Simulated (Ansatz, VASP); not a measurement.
**Ir12O in VASP and in Ansatz**

Contents of INCAR:

```
SYSTEM = Ir12O
PREC = Accurate ; ENCUT = 520
EDIFF = 1E-6 ; ISMEAR = 0
SIGMA = 0.1 ; LREAL = .FALSE.
LASPH = .TRUE. ; NELM = 100
ALGO = Normal ; ISIF = 2
LWAVE = .FALSE. ; LCHARG = .FALSE.
LDIPOL = .TRUE. ; IDIPOL = 3
DIPOL = 0.5 0.5 0.295 ; GGA = PE
IVDW = 12 ; NBANDS = 69
```

File KPOINTS:

```
regular mesh
0
G
  5 5 1
  0 0 0
```

Contents of POSCAR:

```
Ir12O
1.0
    5.4309029918      0.0000000000      0.0000000000
    0.0000000000      5.4309029918      0.0000000000
    0.0000000000      0.0000000000     21.0013955423
Ir O
12 1
Direct
    0.2500000000      0.2500000000      0.1904635333
    0.2500000000      0.7500000000      0.1904635333
    0.7500000000      0.2500000000      0.1904635333
    0.7500000000      0.7500000000      0.1904635333
    0.0000000000      0.0000000000      0.2785823619
    0.0000000000      0.5000000000      0.2785823619
    0.5000000000      0.0000000000      0.2785823619
    0.5000000000      0.5000000000      0.2785823619
    0.2500000000      0.2500000000      0.3667087517
    0.2500000000      0.7500000000      0.3667087517
    0.7500000000      0.2500000000      0.3667087517
    0.7500000000      0.7500000000      0.3667087517
    0.3333333333      0.3333333333      0.4857484600
```

Input for Ansatz:

```yaml
crystal:
  lattice:
    - [5.4309029918, 0.0, 0.0]
    - [0.0, 5.4309029918, 0.0]
    - [0.0, 0.0, 21.0013955423]
  atoms:
    - { symbol: Ir, position: [0.25, 0.25, 0.1904635333] }
    - { symbol: Ir, position: [0.25, 0.75, 0.1904635333] }
    - { symbol: Ir, position: [0.75, 0.25, 0.1904635333] }
    - { symbol: Ir, position: [0.75, 0.75, 0.1904635333] }
    - { symbol: Ir, position: [0.0, 0.0, 0.2785823619] }
    - { symbol: Ir, position: [0.0, 0.5, 0.2785823619] }
    - { symbol: Ir, position: [0.5, 0.0, 0.2785823619] }
    - { symbol: Ir, position: [0.5, 0.5, 0.2785823619] }
    - { symbol: Ir, position: [0.25, 0.25, 0.3667087517] }
    - { symbol: Ir, position: [0.25, 0.75, 0.3667087517] }
    - { symbol: Ir, position: [0.75, 0.25, 0.3667087517] }
    - { symbol: Ir, position: [0.75, 0.75, 0.3667087517] }
    - { symbol: O, position: [0.3333333333, 0.3333333333, 0.48574846] }
basis:
  ecutwfc: 420
kpoints:
  mp_grid: { grid: [5, 5, 1] }
hamiltonian:
  xc: pbe
  pseudopotentials: { kind: paw, azcp: { folder: soft_1 } }
  dispersion: d3bj
scf:
  occupations: { method: gaussian, width: 0.1 }
output:
  forces: true
  eigenvalues: true
efield:
  axis: 3
  dipole_correction: true
  ramp_width: 0.04
```

Alike in both runs: task single point; functional PBE; dispersion D3(BJ); k mesh 5 × 5 × 1; occupations gaussian, width 0.1 eV; no spin polarisation.

```csv
,VASP,Ansatz
version,VASP 6.6.1,Ansatz 0.2.0
potentials or method,"VASP PAW PBE potentials, release 64 (Ir, O), cutoff 520 eV","scalar-relativistic, plane waves, PAW"
valence electrons in the cell,114,210
```

VASP gave:

| Property | Result |
| --- | --- |
| gap on the k mesh at the Fermi level (eV) | none |
| rms of the force components (eV/Å) | 0.767 |

**Question.** What did Ansatz give for the same quantities?

**Answer.** gap on the k mesh at the Fermi level (eV): none; rms of the force components (eV/Å): 0.766.

Atom by atom the forces differ by 0.024 eV/Å (rms over components). A gap of «none» marks a metal or a gap that the smearing closes. VASP's potentials hold 114 valence electrons a cell and Ansatz's 210, so a difference there can come from the potentials and not from the codes.

Neither program's run includes spin-orbit coupling.
